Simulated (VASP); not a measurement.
A run of VASP 6.6.1 is set up as follows.

The input INCAR:

```
SYSTEM = CuAu
ALGO = Normal
EDIFF = 1E-6
EDIFFG = -0.05
ENCUT = 600
GGA = CA
IBRION = 2
ISIF = 3
ISMEAR = 0
LASPH = .TRUE.
LCHARG = .FALSE.
LREAL = .FALSE.
LWAVE = .FALSE.
NELM = 100
NSW = 100
PREC = Accurate
SIGMA = 0.1
```

KPOINTS

```
k-points
0
G
  8 8 6
  0 0 0
```

Contents of POSCAR:

```
CuAu
1.0
    2.8107494552      0.0000000000      0.0000000000
    0.0000000000      2.8107494552      0.0000000000
    0.0000000000      0.0000000000      3.6850000000
Cu Au
1 1
Direct
    0.5000000000      0.5000000000      0.5000000000
    0.0000000000      0.0000000000      0.0000000000
```

Potentials or basis: VASP PAW LDA potentials, release 64 (Cu, Au).

Command:

```bash
$ cat potpaw_LDA.64/Cu/POTCAR potpaw_LDA.64/Au/POTCAR > POTCAR
$ mpirun -np 1 vasp_std > vasp.out
```

Problem. Estimate the relaxed volume.

Solution. 13.85 Å³/atom.

Problem. Predict the band gap on the k mesh.

Solution. Zero (band 11 reaches 14.53 eV, above the bottom of band 12 at 7.08 eV).

Problem. Predict the relaxed cell.

Solution. a = 2.802 Å, b = 2.802 Å, c = 3.528 Å, α = 90.00°, β = 90.00°, γ = 90.00°.

Stress tensor (GPa, compression positive):
```
 0.39  0.00  0.00
 0.00  0.39  0.00
 0.00  0.00 -0.30
```

Caveat: spin-orbit coupling is left out, which moves the levels of the heavy elements. Zero-point motion and thermal expansion aren't in these numbers.
